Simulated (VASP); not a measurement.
# Cl (Fm-3m) in VASP: single point with LDA

Aim: the single point of Cl with LDA.

Everything below comes from runs of VASP 6.6.1. Logs are shortened: lines on timing, memory, paths and dates and some standing lists are left out, and cuts for length are marked.

### 1 The cell of the first run

The structure is cubic, space group Fm-3m (No. 225). Conventional cell: a = 5.620 Å, b = 5.620 Å, c = 5.620 Å, α = 90.00°, β = 90.00°, γ = 90.00°. Cl (site symmetry m-3m) has 12 Cl at 3.97 Å within 5.2 Å.

### 2 Single point, LDA

Contents of INCAR:

```
SYSTEM = Cl
ALGO     = Normal         ! electronic algorithm
EDIFF    = 1E-6           ! SCF threshold, eV
ENCUT    = 500            ! plane-wave cutoff, eV
GGA_COMPAT= .False.      
ISIF     = 2              ! what is computed and relaxed
ISMEAR   = 1              ! smearing method
LASPH    = .True.         ! aspherical terms in the spheres
LCHARG   = .False.        ! write CHGCAR
LREAL    = .False.        ! projectors in reciprocal space
LWAVE    = .False.        ! write WAVECAR
NBANDS   = 10             ! bands
NELM     = 120            ! most SCF steps
PREC     = Accurate       ! precision mode
SIGMA    = 0.01           ! smearing width, eV
```

Contents of KPOINTS:

```
k-points
0
Gamma
  5 5 5
  0 0 0
```

Contents of POSCAR:

```
Cl
1.0
    0.0000000000      2.8100000000      2.8100000000
    2.8100000000      0.0000000000      2.8100000000
    2.8100000000      2.8100000000      0.0000000000
Cl
1
Direct
    0.5000000000      0.5000000000      0.5000000000
```

Potentials or basis: VASP PAW LDA potentials, release 64 (Cl).

Started as:

```
> cat potpaw_LDA.64/Cl/POTCAR > POTCAR
> mpirun -np 1 vasp_std > vasp.out
```

OUTCAR:

```text
SYSTEM = Cl
   EDIFF = 1E-6
   ENCUT = 500
   ISIF = 2
   ISMEAR = 1
   LASPH = .True.
   LREAL = .False.
   NELM = 120
   PREC = Accurate

 ion  position               nearest neighbor table
   1  0.500  0.500  0.500-

  LATTYP: Found a face centered cubic cell.
 ALAT       =     5.6200000000

  Lattice vectors:

 A1 = (   0.0000000000,   2.8100000000,   2.8100000000)
 A2 = (   2.8100000000,   0.0000000000,   2.8100000000)
 A3 = (   2.8100000000,   2.8100000000,   0.0000000000)

Analysis of symmetry for initial positions (statically):
=====================================================================
 Subroutine PRICEL returns:
 Original cell was already a primitive cell.

 Routine SETGRP: Setting up the symmetry group for a
 face centered cubic supercell.

 Subroutine GETGRP returns: Found 48 space group operations
 (whereof 48 operations were pure point group operations)
 out of a pool of 48 trial point group operations.

The static configuration has the point symmetry O_h .

Analysis of symmetry for dynamics (positions and initial velocities):
=====================================================================
 Subroutine PRICEL returns:
 Original cell was already a primitive cell.

 Routine SETGRP: Setting up the symmetry group for a
 face centered cubic supercell.

 Subroutine GETGRP returns: Found 48 space group operations
 (whereof 48 operations were pure point group operations)
 out of a pool of 48 trial point group operations.

The dynamic configuration has the point symmetry O_h .

 Subroutine INISYM returns: Found 48 space group operations
 (whereof 48 operations are pure point group operations),
 and found     1 'primitive' translations

----------------------------------------------------------------------------------------

                                     Primitive cell

  volume of cell :      44.3761

  direct lattice vectors                    reciprocal lattice vectors
     0.000000000  2.810000000  2.810000000    -0.177935943  0.177935943  0.177935943
     2.810000000  0.000000000  2.810000000     0.177935943 -0.177935943  0.177935943
     2.810000000  2.810000000  0.000000000     0.177935943  0.177935943 -0.177935943

  length of vectors
     3.973940110  3.973940110  3.973940110     0.308194094  0.308194094  0.308194094

  position of ions in fractional coordinates (direct lattice)
     0.500000000  0.500000000  0.500000000

  ion indices of the primitive-cell ions
   primitive index   ion index
                 1           1

----------------------------------------------------------------------------------------

 KPOINTS: k-points

Automatic generation of k-mesh.
 Grid dimensions read from file:
 generate k-points for:    5    5    5

 Generating k-lattice:

  Cartesian coordinates                     Fractional coordinates (reciprocal lattice)
    -0.035587189  0.035587189  0.035587189     0.200000000  0.000000000  0.000000000
     0.035587189 -0.035587189  0.035587189     0.000000000  0.200000000  0.000000000
     0.035587189  0.035587189 -0.035587189     0.000000000  0.000000000  0.200000000

  Length of vectors
     0.061638819  0.061638819  0.061638819

  Shift w.r.t. Gamma in fractional coordinates (k-lattice)
     0.000000000  0.000000000  0.000000000

 Subroutine IBZKPT returns following result:
 ===========================================

 Found     10 irreducible k-points:

 Following reciprocal coordinates:
            Coordinates               Weight
  0.000000  0.000000  0.000000      1.000000
  0.200000  0.000000  0.000000      8.000000
  0.400000  0.000000  0.000000      8.000000
  0.200000  0.200000  0.000000      6.000000
  0.400000  0.200000  0.000000     24.000000
 -0.400000  0.200000  0.000000     24.000000
 -0.200000  0.200000  0.000000     12.000000
  0.400000  0.400000  0.000000      6.000000
 -0.400000  0.400000  0.000000     12.000000
 -0.400000  0.400000  0.200000     24.000000
   k-points           NKPTS =     10   k-points in BZ     NKDIM =     10   number of bands    NBANDS=     10
   number of dos      NEDOS =    301   number of ions     NIONS =      1
   total plane-waves  NPLWV =  27000
   dimension x,y,z NGX =    30 NGY =   30 NGZ =   30
   dimension x,y,z NGXF=    60 NGYF=   60 NGZF=   60
   ions per type =               1
   NGX,Y,Z   is equivalent  to a cutoff of  12.55, 12.55, 12.55 a.u.
   NGXF,Y,Z  is equivalent  to a cutoff of  25.10, 25.10, 25.10 a.u.
 SYSTEM =  Cl
   PREC   = accura    normal or accurate (medium, high low for compatibility)
   ISTART =      0    job   : 0-new  1-cont  2-samecut
   ICHARG =      2    charge: 1-file 2-atom 10-const
   ISPIN  =      1    spin polarized calculation?
   LNONCOLLINEAR =      F non collinear calculations
   LSORBIT =      F    spin-orbit coupling
   LASPH  =      T    aspherical Exc in radial PAW
   ENCUT  =  500.0 eV  36.75 Ry    6.06 a.u.   7.25  7.25  7.25*2*pi/ulx,y,z
   NELM   =    120;   NELMIN=  2; NELMDL= -5     # of ELM steps
   EDIFF  = 0.1E-05   stopping-criterion for ELM
   LREAL  =      F    real-space projection
   EDIFFG = 0.1E-04   stopping-criterion for IOM
   NSW    =      0    number of steps for IOM
   IBRION =     -1    ionic relax: 0-MD 1-quasi-New 2-CG
   NFREE  =      0    steps in history (QN), initial steepest desc. (CG)
   ISIF   =      2    stress and relaxation
   ISYM   =      2    0-nonsym 1-usesym 2-fastsym
   POTIM  = 0.5000    time-step for ionic-motion
   TEBEG  =    0.0;   TEEND  =   0.0 temperature during run
   PSTRESS=    0.0 pullay stress
   NELECT =       7.0000    total number of electrons
   NUPDOWN=      -1.0000    fix difference up-down
   EMIN   =  10.00;   EMAX   =-10.00  energy-range for DOS
   EFERMI =   0.00;   METHOD = LEGACY
   ISMEAR =     1;   SIGMA  =   0.01  broadening in eV -4-tet -1-fermi 0-gaus
   EFERMI_NEDOS =   21; number of points for ismear=-14 and -15
   IALGO  =     38    algorithm
   IMIX   =      4    mixing-type and parameters
     AMIX     =   0.40;   BMIX     =  1.00
     AMIX_MAG =   1.60;   BMIX_MAG =  1.00
  volume/ion in A,a.u.               =      44.38       299.46
  Fermi-wavevector in a.u.,A,eV,Ry     =   0.884554  1.671565 10.645694  0.782436
  Thomas-Fermi vector in A             =   2.005470
   LORBIT       =      0    0 simple, 1 ext, 2 COOP (PROOUT), +10 PAW based schemes
   GGA     = CA    functional components
   LHFCALC =     F    Hartree Fock is set to
   AEXX    =    0.0000 exact exchange contribution
   IVDW    =     0    specifies the selected vdW correction
   LEPSILON=     F    determine dielectric tensor
   LRPA    =     F    only Hartree local field effects (RPA)
 non-spin polarized calculation
 Methfessel and Paxton  Order N= 1 SIGMA  =   0.01
  energy-cutoff  :      500.00
  volume of cell :       44.38
 maximum number of plane-waves:      1139
 NGX is ok and might be reduce to    30
   NGX = 15   NGY = 15   NGZ = 15

 number of electron       6.9999998 magnetization

 Free energy of the ion-electron system (eV)
  ---------------------------------------------------
  ext. energy  EPLUGINS =         0.00000000
  ---------------------------------------------------
  free energy    TOTEN  =        -0.58833228 eV

  energy without entropy =       -0.58809165  energy(sigma->0) =       -0.58825207

 E-fermi :  -4.2872     XC(G=0):  -6.8820

 val. band max:       -4.2918709389   @ k =  -0.4000   0.2000   0.0000
 cond. band min:      -4.2348832576   @ k =   0.2000   0.2000   0.0000
 fundamental gap:      0.0569876812
 Fermi energy:        -4.2871538347

 k-point     1 :       0.0000    0.0000    0.0000
  band No.  band energies     occupation
      1     -16.8595      2.00000
      2      -4.0699      0.00000
      3      -4.0699      0.00000
      4      -4.0699      0.00000
      5       2.5932      0.00000
      6       9.0956      0.00000
      7       9.0956      0.00000
      8       9.0956      0.00000
      9      11.4478      0.00000
     10      11.4478      0.00000

 k-point     2 :       0.2000    0.0000    0.0000
  band No.  band energies     occupation
      1     -16.7842      2.00000
      2      -4.6241      2.00000
      3      -4.1244     -0.00000
      4      -4.1244     -0.00000
      5       3.5368      0.00000
      6       7.9643      0.00000
      7       9.3198      0.00000
      8       9.3198      0.00000
      9      11.0003      0.00000
     10      11.0003      0.00000

 k-point     3 :       0.4000    0.0000    0.0000
  band No.  band energies     occupation
      1     -16.6572      2.00000
      2      -5.3672      2.00000
      3      -4.2093     -0.00000
      4      -4.2093     -0.00000
      5       4.8716      0.00000
      6       7.2669      0.00000
      7       8.8283      0.00000
      8       8.8283      0.00000
      9      12.5015      0.00000
     10      12.5397      0.00000

 k-point     4 :       0.2000    0.2000    0.0000
  band No.  band energies     occupation
      1     -16.7594      2.00000
      2      -4.6082      2.00000
      3      -4.2349     -0.00000
      4      -4.2349     -0.00000
      5       3.8223      0.00000
      6       7.5995      0.00000
      7       9.1245      0.00000
      8       9.7688      0.00000
      9       9.7688      0.00000
     10      11.9436      0.00000

 k-point     5 :       0.4000    0.2000    0.0000
  band No.  band energies     occupation
      1     -16.6495      2.00000
      2      -5.1356      2.00000
      3      -4.4113      2.00000
      4      -4.3354      2.00000
      5       5.0868      0.00000
      6       6.9365      0.00000
      7       7.9349      0.00000
      8       9.7971      0.00000
      9      11.2710      0.00000
     10      13.0069      0.00000

 k-point     6 :      -0.4000    0.2000    0.0000
  band No.  band energies     occupation
      1     -16.6058      2.00000
      2      -5.2973      2.00000
      3      -4.6013      2.00000
      4      -4.2919      1.70833
      5       5.8667      0.00000
      6       6.6242      0.00000
      7       7.9225      0.00000
      8       9.3987      0.00000
      9      12.3672      0.00000
     10      12.6854      0.00000

 k-point     7 :      -0.2000    0.2000    0.0000
  band No.  band energies     occupation
      1     -16.6912      2.00000
      2      -4.9808      2.00000
      3      -4.4550      2.00000
      4      -4.1618     -0.00000
      5       4.7400      0.00000
      6       7.4383      0.00000
      7       8.0773      0.00000
      8       9.6850      0.00000
      9      10.3099      0.00000
     10      12.8256      0.00000

 k-point     8 :       0.4000    0.4000    0.0000
  band No.  band energies     occupation
      1     -16.5926      2.00000
      2      -5.2539      2.00000
      3      -4.4868      2.00000
      4      -4.4868      2.00000
      5       4.9038      0.00000
      6       6.3123      0.00000
      7       8.3288      0.00000
      8      11.7029      0.00000
      9      11.7029      0.00000
     10      13.0098      0.00000

 k-point     9 :      -0.4000    0.4000    0.0000
  band No.  band energies     occupation
      1     -16.5652      2.00000
      2      -5.2095      2.00000
      3      -4.7782      2.00000
      4      -4.4614      2.00000
      5       5.3573      0.00000
      6       6.4996      0.00000
      7       8.2069      0.00000
      8      10.9578      0.00000
      9      11.7049      0.00000
     10      13.1145      0.00000

 k-point    10 :      -0.4000    0.4000    0.2000
  band No.  band energies     occupation
      1     -16.5809      2.00000
      2      -5.1246      2.00000
      3      -4.7834      2.00000
      4      -4.4701      2.00000
      5       5.8465      0.00000
      6       7.0353      0.00000
      7       7.2518      0.00000
      8       9.8523      0.00000
      9      12.1467      0.00000
     10      13.2234      0.00000

------------------------ aborting loop because EDIFF is reached ----------------------------------------

  FORCE on cell =-STRESS in cart. coord.  units (eV):
  Direction    XX          YY          ZZ          XY          YZ          ZX
  --------------------------------------------------------------------------------------
  -------------------------------------------------------------------------------------
  Total       -1.1352049     -1.1352049     -1.1352049      0.0000000      0.0000000     -0.0000000
  in kB      -40.9860341    -40.9860341    -40.9860341      0.0000000      0.0000000     -0.0000000
  external PRESSURE =     -40.9860341 kB  Pullay stress =       0.0000000 kB

 VOLUME and BASIS-vectors are now :
 -----------------------------------------------------------------------------
  energy-cutoff  :      500.00
  volume of cell :       44.38
      direct lattice vectors                 reciprocal lattice vectors
     0.000000000  2.810000000  2.810000000    -0.177935943  0.177935943  0.177935943
     2.810000000  0.000000000  2.810000000     0.177935943 -0.177935943  0.177935943
     2.810000000  2.810000000  0.000000000     0.177935943  0.177935943 -0.177935943

 POSITION                                       TOTAL-FORCE (eV/Angst)
 -----------------------------------------------------------------------------------
      2.81000      2.81000      2.81000        -0.000000     -0.000000      0.000000
 -----------------------------------------------------------------------------------
    total drift:                                0.000000     -0.000000      0.000000

  FREE ENERGIE OF THE ION-ELECTRON SYSTEM (eV)
  ---------------------------------------------------
  free  energy   TOTEN  =        -0.5883322771 eV

  energy  without entropy=       -0.5880916540  energy(sigma->0) =       -0.58825207
```

Run time: 9 s. Hardware: 1 thread of AMD EPYC 7R13, shared host; peak memory 0.1 GiB.

What came out:

- Free energy: -0.5883 eV
- Pressure: -4.1 GPa

Levels at points of the mesh, in eV from the Fermi level:
| k point | band 1 | band 2 | band 3 | band 4 | band 5 | band 6 | band 7 | band 8 |
| --- | --- | --- | --- | --- | --- | --- | --- | --- |
| (0.00, 0.00, 0.00) | -12.57 | 0.22 | 0.22 | 0.22 | 6.88 | 13.38 | 13.38 | 13.38 |

Caveat: the k points lie up to 0.39 Å⁻¹ apart; an odd number of electrons without spin polarisation forces a metal; a magnetic or distorted state may lie lower.
